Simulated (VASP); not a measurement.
# Ti8Al24O (a cell with a defect): single point with PBE

The system is Ti8Al24O (a cell with a defect).

```
CELL_PARAMETERS angstrom
7.68950 0.00000 0.00000
0.00000 7.68950 0.00000
0.00000 0.00000 8.62372
ATOMIC_POSITIONS crystal
Ti 0.00513 0.99672 0.99445
Ti 0.24926 0.25412 0.49480
Ti 0.98738 0.49792 0.99326
Ti 0.24808 0.75150 0.50089
Ti 0.50087 0.01187 0.99317
Ti 0.75082 0.24874 0.49556
Ti 0.51515 0.48550 0.98940
Ti 0.74712 0.75077 0.49535
Al 0.99977 0.00060 0.49646
Al 0.24451 0.25173 0.99778
Al 0.99877 0.24627 0.24501
Al 0.24835 0.00074 0.74489
Al 0.00059 0.24999 0.74432
Al 0.24728 0.00171 0.24860
Al 0.99762 0.50234 0.50091
Al 0.25055 0.74590 0.98707
Al 0.00079 0.75116 0.24691
Al 0.24859 0.50127 0.74717
Al 0.99756 0.75054 0.74367
Al 0.23380 0.49328 0.25547
Al 0.49663 0.00326 0.50564
Al 0.75682 0.24197 0.99433
Al 0.50351 0.24324 0.24919
Al 0.75000 0.00027 0.74473
Al 0.49880 0.24960 0.74373
Al 0.75643 0.00115 0.24417
Al 0.49963 0.50058 0.49811
Al 0.75038 0.75664 0.99557
Al 0.50866 0.77314 0.26326
Al 0.75025 0.49895 0.74243
Al 0.49874 0.75023 0.74788
Al 0.75624 0.49718 0.24906
O 0.38276 0.62887 0.13946
```

```yaml
Program: VASP 6.6.1
Task: single point
Functional: PBE
Potentials_or_basis: VASP PAW PBE potentials, release 64 (Ti_sv, Al, O)
Cutoff: 520 eV
k_mesh: 2 × 2 × 2
Occupations: methfessel-paxton, width 0.1 eV
Spin: no spin polarisation
Dipole_correction: no
Further_INCAR_settings: LREAL = Auto; ALGO = Normal; EDIFF = 1e-06; NBANDS = 109
```

| Quantity | Value |
| --- | --- |
| Pressure | 2.5 GPa |
| Largest force | 0.234 eV/Å |
| Band gap on the k mesh | zero (bands 87 and 88 overlap by 0.69 eV) |

Forces in eV/Å, atoms in the order of the input:
```
Ti  -0.006 -0.004 -0.016
Ti   0.011  0.008  0.005
Ti   0.030  0.015  0.007
Ti   0.013  0.009 -0.004
Ti   0.012  0.020 -0.002
Ti   0.006  0.012  0.012
Ti   0.020 -0.023 -0.040
Ti  -0.003  0.002  0.007
Al   0.003  0.003 -0.004
Al   0.000 -0.012 -0.015
Al   0.009 -0.005 -0.002
Al   0.009  0.014 -0.013
Al   0.000  0.003  0.005
Al   0.009 -0.016 -0.016
Al  -0.001  0.009  0.016
Al   0.034  0.048 -0.012
Al  -0.015  0.009  0.012
Al   0.007  0.004 -0.005
Al   0.017  0.008  0.012
Al  -0.024 -0.001  0.051
Al   0.009  0.000 -0.017
Al   0.021  0.013  0.003
Al   0.002  0.002  0.001
Al   0.005 -0.001  0.003
Al   0.016  0.005 -0.005
Al  -0.003  0.010  0.007
Al   0.006  0.006  0.000
Al  -0.016 -0.002  0.018
Al  -0.001 -0.006 -0.053
Al   0.007  0.014  0.006
Al   0.002  0.008  0.007
Al  -0.005  0.001  0.000
O   -0.174 -0.154  0.031
```

Stress tensor (GPa, compression positive):
```
 2.60  0.24 -0.29
 0.24  2.60  0.41
-0.29  0.41  2.19
```

Levels at points of the mesh, in eV from the Fermi level:
| k point | band 85 | band 86 | band 87 | band 88 | band 89 | band 90 |
| --- | --- | --- | --- | --- | --- | --- |
| (0.00, 0.00, 0.00) | -0.16 | -0.02 | 0.16 | 0.27 | 0.28 | 0.59 |
| (0.50, 0.00, 0.00) | -0.38 | -0.34 | -0.17 | -0.10 | 0.23 | 0.50 |
| (0.00, 0.50, 0.00) | -0.40 | -0.38 | -0.16 | -0.08 | 0.25 | 0.51 |
| (0.50, 0.50, 0.00) | -0.27 | -0.08 | -0.07 | 0.18 | 0.36 | 0.43 |
| (0.00, 0.00, 0.50) | -0.06 | 0.14 | 0.43 | 0.50 | 0.50 | 0.58 |
| (0.50, 0.00, 0.50) | -0.28 | -0.20 | -0.05 | 0.10 | 0.15 | 0.24 |
| (0.00, 0.50, 0.50) | -0.29 | -0.21 | -0.02 | 0.13 | 0.15 | 0.25 |
| (0.50, 0.50, 0.50) | -0.35 | -0.30 | -0.29 | -0.26 | -0.19 | 0.08 |

Run time: 14 min on 1 thread of Intel(R) Xeon(R) Platinum 8488C (Sapphire Rapids) (shared host), peak memory 0.67 GiB.

Caveat: the k points lie up to 0.41 Å⁻¹ apart, too coarse for converged energies and pressures of a metal.
